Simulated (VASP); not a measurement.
**TiO2: single point with PBE+U**

Crystal: TiO2.

```
Ti O
1.0
     4.59984    0.00000    0.00000
     0.00000    4.59984    0.00000
     0.00000    0.00000    2.95921
Ti O
2 4
Direct
  0.00000 0.00000 0.50000
  0.50000 0.50000 0.00000
  0.30432 0.30432 0.50000
  0.19568 0.80432 0.00000
  0.80432 0.19568 0.00000
  0.69568 0.69568 0.50000
```

- Program: VASP 6.6.1
- Task: single point
- Functional: PBE
- Potentials or basis: VASP PAW PBE potentials, release 64 (Ti_sv, O)
- Cutoff: 520 eV
- k mesh: 6 × 6 × 9
- Occupations: fermi-dirac, width 0.05 eV
- Spin: no spin polarisation
- Hubbard terms: Ti d U = 6.0 eV

| Property | Result |
| --- | --- |
| Pressure | 16.2 GPa |
| Largest force | 0.195 eV/Å |
| Band gap on the k mesh | 2.63 eV, indirect (least direct gap 2.66 eV) |

Forces on the atoms (eV/Å):
```
Ti   0.000  0.000  0.000
Ti   0.000  0.000  0.000
O   -0.138 -0.138  0.000
O    0.138 -0.138  0.000
O   -0.138  0.138  0.000
O    0.138  0.138  0.000
```

Stress tensor (GPa, compression positive):
```
13.82  0.00  0.00
 0.00 13.82  0.00
 0.00  0.00 20.91
```

Levels at points of the mesh, in eV from the valence-band top:
```tsv
k point	band 20	band 21	band 22	band 23	band 24	band 25	band 26	band 27	band 28	band 29
(0.00, 0.00, 0.00)	-2.19	-0.86	-0.56	-0.56	0.00	2.66	2.81	3.27	3.31	3.31
(0.50, 0.00, 0.00)	-3.16	-1.73	-1.73	-0.79	-0.79	3.26	3.26	3.86	3.86	4.31
(0.50, 0.50, 0.00)	-2.04	-1.49	-1.49	-1.24	-1.24	2.63	2.63	3.33	3.33	4.54
```

Eigenvalues of the final occupation matrices:
```
    site  spin  trace               eigenvalues
site 1 d     1   0.76  0.07 0.09 0.09 0.24 0.27
site 1 d     2   0.76  0.07 0.09 0.09 0.24 0.27
site 2 d     1   0.76  0.07 0.09 0.09 0.24 0.27
site 2 d     2   0.76  0.07 0.09 0.09 0.24 0.27
```

Run time: 2.2 min on 1 thread of AMD EPYC 7R43 64-Core Processor (Zen 3), on a shared host, peak memory 0.19 GiB.

A k mesh can miss the band edges.
